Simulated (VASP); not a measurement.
# Cr (Im-3m) in VASP: a series of runs

The runs below take Cr through single point, with LDA.

Everything below comes from runs of VASP 6.6.1. Logs are shortened: lines on timing, memory, paths and dates and some standing lists are left out, and cuts for length are marked.

**1. The cell of the first run**

It takes space group Im-3m (No. 229, cubic). The conventional cell has a = 2.908 Å, b = 2.908 Å, c = 2.908 Å, α = 90.00°, β = 90.00°, γ = 90.00°. Within 3.3 Å of Cr (site symmetry m-3m) lie 14 Cr at 2.52 to 2.91 Å.

**2. Single point, LDA, collinear spin, ferromagnetic start (volume scaled by 0.94)**

File INCAR:

```
SYSTEM = Cr
PREC = Accurate
ENCUT = 520
EDIFF = 1E-6
ISMEAR = -1
SIGMA = 0.05
LREAL = .FALSE.
LASPH = .TRUE.
NELM = 150
ALGO = Fast
ISIF = 2
LWAVE = .FALSE.
LCHARG = .FALSE.
ISPIN = 2
MAGMOM = 3
LORBIT = 11
LMAXMIX = 4
GGA = CA
NBANDS = 16
```

File KPOINTS:

```
regular mesh
0
G
  12 12 12
  0 0 0
```

File POSCAR:

```
Cr
1.0
   -1.4541462833      1.4541462833      1.4541462833
    1.4541462833     -1.4541462833      1.4541462833
    1.4541462833      1.4541462833     -1.4541462833
Cr
1
Direct
    0.0000000000      0.0000000000      0.0000000000
```

Potentials or basis: VASP PAW LDA potentials, release 64 (Cr_pv).

Started as:

```sh
$ cat potpaw_LDA.64/Cr_pv/POTCAR > POTCAR
$ mpirun -np 1 vasp_std > vasp.out
```

OUTCAR:

```text
SYSTEM = Cr
   PREC = Accurate
   ENCUT = 520
   EDIFF = 1E-6
   ISMEAR = -1
   LREAL = .FALSE.
   LASPH = .TRUE.
   NELM = 150
   ISIF = 2
   ISPIN = 2
   LORBIT = 11
   GGA = CA

 ion  position               nearest neighbor table
   1  0.000  0.000  0.000-

  LATTYP: Found a body centered cubic cell.
 ALAT       =     2.9082925666

  Lattice vectors:

 A1 = (  -1.4541462833,   1.4541462833,   1.4541462833)
 A2 = (   1.4541462833,  -1.4541462833,   1.4541462833)
 A3 = (   1.4541462833,   1.4541462833,  -1.4541462833)

Analysis of symmetry for initial positions (statically):
=====================================================================
 Subroutine PRICEL returns:
 Original cell was already a primitive cell.

 Routine SETGRP: Setting up the symmetry group for a
 body centered cubic supercell.

 Subroutine GETGRP returns: Found 48 space group operations
 (whereof 48 operations were pure point group operations)
 out of a pool of 48 trial point group operations.

The static configuration has the point symmetry O_h .

Analysis of symmetry for dynamics (positions and initial velocities):
=====================================================================
 Subroutine PRICEL returns:
 Original cell was already a primitive cell.

 Routine SETGRP: Setting up the symmetry group for a
 body centered cubic supercell.

 Subroutine GETGRP returns: Found 48 space group operations
 (whereof 48 operations were pure point group operations)
 out of a pool of 48 trial point group operations.

The dynamic configuration has the point symmetry O_h .

Analysis of structural, dynamic, and magnetic symmetry:
=====================================================================
 Subroutine PRICEL returns:
 Original cell was already a primitive cell.

 Routine SETGRP: Setting up the symmetry group for a
 body centered cubic supercell.

 Subroutine GETGRP returns: Found 48 space group operations
 (whereof 48 operations were pure point group operations)
 out of a pool of 48 trial point group operations.

The overall configuration has the point symmetry O_h .

 Subroutine INISYM returns: Found 48 space group operations
 (whereof 48 operations are pure point group operations),
 and found     1 'primitive' translations

----------------------------------------------------------------------------------------

                                     Primitive cell

  volume of cell :      12.2994

  direct lattice vectors                    reciprocal lattice vectors
    -1.454146283  1.454146283  1.454146283     0.000000000  0.343844361  0.343844361
     1.454146283 -1.454146283  1.454146283     0.343844361  0.000000000  0.343844361
     1.454146283  1.454146283 -1.454146283     0.343844361  0.343844361  0.000000000

  length of vectors
     2.518655244  2.518655244  2.518655244     0.486269359  0.486269359  0.486269359

  position of ions in fractional coordinates (direct lattice)
     0.000000000  0.000000000  0.000000000

  ion indices of the primitive-cell ions
   primitive index   ion index
                 1           1

----------------------------------------------------------------------------------------

 KPOINTS: regular mesh

Automatic generation of k-mesh.
 Grid dimensions read from file:
 generate k-points for:   12   12   12

 Generating k-lattice:

  Cartesian coordinates                     Fractional coordinates (reciprocal lattice)
     0.000000000  0.028653697  0.028653697     0.083333333  0.000000000  0.000000000
     0.028653697  0.000000000  0.028653697     0.000000000  0.083333333  0.000000000
     0.028653697  0.028653697  0.000000000     0.000000000  0.000000000  0.083333333

  Length of vectors
     0.040522447  0.040522447  0.040522447

  Shift w.r.t. Gamma in fractional coordinates (k-lattice)
     0.000000000  0.000000000  0.000000000

 Subroutine IBZKPT returns following result:
 ===========================================

 Found     72 irreducible k-points:

 Following reciprocal coordinates:
            Coordinates               Weight
  0.000000  0.000000  0.000000      1.000000
  0.083333  0.000000  0.000000     12.000000
  0.166667  0.000000  0.000000     12.000000
  0.250000  0.000000  0.000000     12.000000
  0.333333  0.000000  0.000000     12.000000
  0.416667  0.000000  0.000000     12.000000
[... 16 lines left out ...]
  0.333333  0.083333  0.083333     24.000000
  0.416667  0.083333  0.083333     12.000000
 [... further k-points ...]
   k-points           NKPTS =     72   k-points in BZ     NKDIM =     72   number of bands    NBANDS=     16
   number of dos      NEDOS =    301   number of ions     NIONS =      1
   total plane-waves  NPLWV =   8000
   dimension x,y,z NGX =    20 NGY =   20 NGZ =   20
   dimension x,y,z NGXF=    40 NGYF=   40 NGZF=   40
   ions per type =               1
   NGX,Y,Z   is equivalent  to a cutoff of  13.20, 13.20, 13.20 a.u.
   NGXF,Y,Z  is equivalent  to a cutoff of  26.40, 26.40, 26.40 a.u.
 SYSTEM =  Cr
   PREC   = accura    normal or accurate (medium, high low for compatibility)
   ISTART =      0    job   : 0-new  1-cont  2-samecut
   ICHARG =      2    charge: 1-file 2-atom 10-const
   ISPIN  =      2    spin polarized calculation?
   LNONCOLLINEAR =      F non collinear calculations
   LSORBIT =      F    spin-orbit coupling
   LASPH  =      T    aspherical Exc in radial PAW
   ENCUT  =  520.0 eV  38.22 Ry    6.18 a.u.   4.68  4.68  4.68*2*pi/ulx,y,z
   NELM   =    150;   NELMIN=  2; NELMDL= -5     # of ELM steps
   EDIFF  = 0.1E-05   stopping-criterion for ELM
   LREAL  =      F    real-space projection
[... 7 lines left out ...]
   TEBEG  =    0.0;   TEEND  =   0.0 temperature during run
   PSTRESS=    0.0 pullay stress
   NELECT =      12.0000    total number of electrons
   NUPDOWN=      -1.0000    fix difference up-down
   EMIN   =  10.00;   EMAX   =-10.00  energy-range for DOS
   EFERMI =   0.00;   METHOD = LEGACY
   ISMEAR =    -1;   SIGMA  =   0.05  broadening in eV -4-tet -1-fermi 0-gaus
   EFERMI_NEDOS =   21; number of points for ismear=-14 and -15
   IALGO  =     68    algorithm
   IMIX   =      4    mixing-type and parameters
     AMIX     =   0.40;   BMIX     =  1.00
     AMIX_MAG =   1.60;   BMIX_MAG =  1.00
  volume/ion in A,a.u.               =      12.30        83.00
  Fermi-wavevector in a.u.,A,eV,Ry     =   1.623705  3.068358 35.870647  2.636418
  Thomas-Fermi vector in A             =   2.717112
   LORBIT       =     11    0 simple, 1 ext, 2 COOP (PROOUT), +10 PAW based schemes
   GGA     = CA    functional components
   LHFCALC =     F    Hartree Fock is set to
   AEXX    =    0.0000 exact exchange contribution
   IVDW    =     0    specifies the selected vdW correction
   LEPSILON=     F    determine dielectric tensor
   LRPA    =     F    only Hartree local field effects (RPA)
 spin polarized calculation
 RMM-DIIS sequential band-by-band and
  energy-cutoff  :      520.00
  volume of cell :       12.30
 maximum number of plane-waves:       370
   NGX =  9   NGY =  9   NGZ =  9

 number of electron      11.9999998 magnetization       0.0003098

 number of electron      11.9999998 magnetization      -0.0001204

 Free energy of the ion-electron system (eV)
  ---------------------------------------------------
  ext. energy  EPLUGINS =         0.00000000
  ---------------------------------------------------
  free energy    TOTEN  =       -10.48639847 eV

  energy without entropy =      -10.48155769  energy(sigma->0) =      -10.48397808

 E-fermi :   9.8939     XC(G=0): -13.6351

 val. band max:        9.8177870802   @ k =   0.1667   0.0000   0.0000
 cond. band min:       9.9645246066   @ k =  -0.1667   0.2500   0.0833
 fundamental gap:      0.1467375264
 Fermi energy:         9.8938864587

 spin component 1

 k-point     1 :       0.0000    0.0000    0.0000
  band No.  band energies     occupation
      1     -32.4823      1.00000
      2     -32.4823      1.00000
      3     -32.4823      1.00000
      4       2.3511      1.00000
      5       9.0860      1.00000
      6       9.0860      1.00000
[... 8 lines left out ...]
     15      38.7370      0.00000
     16      42.6047      0.00000

 k-point     2 :       0.0833    0.0000    0.0000
  band No.  band energies     occupation
      1     -32.5363      1.00000
      2     -32.4991      1.00000
      3     -32.4826      1.00000
      4       2.6386      1.00000
      5       8.9799      1.00000
      6       9.0661      1.00000
[... 8 lines left out ...]
     15      39.1529      0.00000
     16      39.9453      0.00000

 k-point     3 :       0.1667    0.0000    0.0000
  band No.  band energies     occupation
      1     -32.6821      1.00000
      2     -32.5448      1.00000
      3     -32.4834      1.00000
      4       3.4470      1.00000
      5       8.6993      1.00000
      6       8.9508      1.00000
[... 8 lines left out ...]
     15      37.4184      0.00000
     16      37.9492      0.00000

 k-point     4 :       0.2500    0.0000    0.0000
  band No.  band energies     occupation
      1     -32.8775      1.00000
      2     -32.6067      1.00000
      3     -32.4844      1.00000
      4       4.5677      1.00000
      5       8.3360      1.00000
      6       8.7862      1.00000
[... 8 lines left out ...]
     15      37.1230      0.00000
     16      38.6379      0.00000
[... 324 lines left out ...]
 k-point    22 :       0.2500    0.0833    0.0833
  band No.  band energies     occupation
      1     -33.0742      1.00000
      2     -32.6722      1.00000
      3     -32.5311      1.00000
      4       5.9882      1.00000
      5       7.8746      1.00000
      6       8.4325      1.00000
[... 8 lines left out ...]
     15      40.2789      0.00000
     16      41.7099      0.00000

 k-point    23 :       0.3333    0.0833    0.0833
  band No.  band energies     occupation
      1     -33.1694      1.00000
      2     -32.7381      1.00000
      3     -32.5349      1.00000
      4       6.2345      1.00000
      5       7.6681      1.00000
      6       9.2496      1.00000
[... 8 lines left out ...]
     15      40.1870      0.00000
     16      41.8065      0.00000

 k-point    24 :       0.4167    0.0833    0.0833
  band No.  band energies     occupation
      1     -33.2031      1.00000
      2     -32.7631      1.00000
      3     -32.5362      1.00000
      4       6.2242      1.00000
      5       7.5966      1.00000
      6       9.7531      0.94349
[... 8 lines left out ...]
     15      40.3447      0.00000
     16      41.2946      0.00000

 [... further k-points ...]

 spin component 2

 k-point     1 :       0.0000    0.0000    0.0000
  band No.  band energies     occupation
      1     -32.4823      1.00000
      2     -32.4823      1.00000
      3     -32.4823      1.00000
      4       2.3510      1.00000
      5       9.0859      1.00000
      6       9.0859      1.00000
[... 8 lines left out ...]
     15      38.7370      0.00000
     16      43.1568      0.00000

 k-point     2 :       0.0833    0.0000    0.0000
  band No.  band energies     occupation
      1     -32.5363      1.00000
      2     -32.4991      1.00000
      3     -32.4826      1.00000
      4       2.6385      1.00000
      5       8.9798      1.00000
      6       9.0660      1.00000
[... 8 lines left out ...]
     15      39.1607      0.00000
     16      39.9459      0.00000

 k-point     3 :       0.1667    0.0000    0.0000
  band No.  band energies     occupation
      1     -32.6821      1.00000
      2     -32.5448      1.00000
      3     -32.4834      1.00000
      4       3.4469      1.00000
      5       8.6992      1.00000
      6       8.9507      1.00000
[... 8 lines left out ...]
     15      37.4183      0.00000
     16      37.9546      0.00000

 k-point     4 :       0.2500    0.0000    0.0000
  band No.  band energies     occupation
      1     -32.8775      1.00000
      2     -32.6067      1.00000
      3     -32.4844      1.00000
      4       4.5676      1.00000
      5       8.3359      1.00000
      6       8.7861      1.00000
[... 8 lines left out ...]
     15      37.1229      0.00000
     16      38.6378      0.00000
[... 324 lines left out ...]
 k-point    22 :       0.2500    0.0833    0.0833
  band No.  band energies     occupation
      1     -33.0742      1.00000
      2     -32.6722      1.00000
      3     -32.5311      1.00000
      4       5.9881      1.00000
      5       7.8745      1.00000
      6       8.4324      1.00000
[... 8 lines left out ...]
     15      40.2804      0.00000
     16      41.7100      0.00000

 k-point    23 :       0.3333    0.0833    0.0833
  band No.  band energies     occupation
      1     -33.1695      1.00000
      2     -32.7381      1.00000
      3     -32.5349      1.00000
      4       6.2344      1.00000
      5       7.6679      1.00000
      6       9.2495      1.00000
[... 8 lines left out ...]
     15      40.1869      0.00000
     16      41.8064      0.00000

 k-point    24 :       0.4167    0.0833    0.0833
  band No.  band energies     occupation
      1     -33.2032      1.00000
      2     -32.7631      1.00000
      3     -32.5363      1.00000
      4       6.2241      1.00000
      5       7.5965      1.00000
      6       9.7531      0.94356
[... 8 lines left out ...]
     15      40.3447      0.00000
     16      41.2945      0.00000

 [... further k-points ...]
[... 5 lines left out ...]
  --------------------------------------------------------------------------------------
  -------------------------------------------------------------------------------------
  Total       -2.2558713     -2.2558713     -2.2558713      0.0000000      0.0000000      0.0000000
  in kB     -293.8600987   -293.8600987   -293.8600987      0.0000000      0.0000000      0.0000000
  external PRESSURE =    -293.8600987 kB  Pullay stress =       0.0000000 kB

 VOLUME and BASIS-vectors are now :
 -----------------------------------------------------------------------------
  energy-cutoff  :      520.00
  volume of cell :       12.30
      direct lattice vectors                 reciprocal lattice vectors
    -1.454146283  1.454146283  1.454146283     0.000000000  0.343844361  0.343844361
     1.454146283 -1.454146283  1.454146283     0.343844361  0.000000000  0.343844361
     1.454146283  1.454146283 -1.454146283     0.343844361  0.343844361  0.000000000

 POSITION                                       TOTAL-FORCE (eV/Angst)
 -----------------------------------------------------------------------------------
      0.00000      0.00000      0.00000        -0.000000      0.000000     -0.000000
 -----------------------------------------------------------------------------------
    total drift:                                0.000000     -0.000000      0.000000

  FREE ENERGIE OF THE ION-ELECTRON SYSTEM (eV)
  ---------------------------------------------------
  free  energy   TOTEN  =       -10.4863984702 eV

  energy  without entropy=      -10.4815576900  energy(sigma->0) =      -10.48397808

 total charge

# of ion       s       p       d       tot
------------------------------------------
    1        0.407   6.356   4.174  10.938

 magnetization (x)

# of ion       s       p       d       tot
------------------------------------------
    1        0.000  -0.000  -0.000  -0.000
```

It took 22 s on 1 thread of Intel Xeon Platinum 8259CL at 2.50GHz (Skylake/Cascade Lake), shared host; peak memory 0.13 GiB.

Results:

```yaml
Free_energy: -10.4864 eV
Pressure: -29.4 GPa
Band_gap_on_the_k_mesh: zero (filled and empty bands overlap)
Net_moment: 0.00 μB per cell
Valence_electrons_inside_the_program's_atomic_spheres: Cr 10.94
```

Caveat: the starting moments collapsed, and a magnetic state may lie lower.

[end of part 1 of 3]
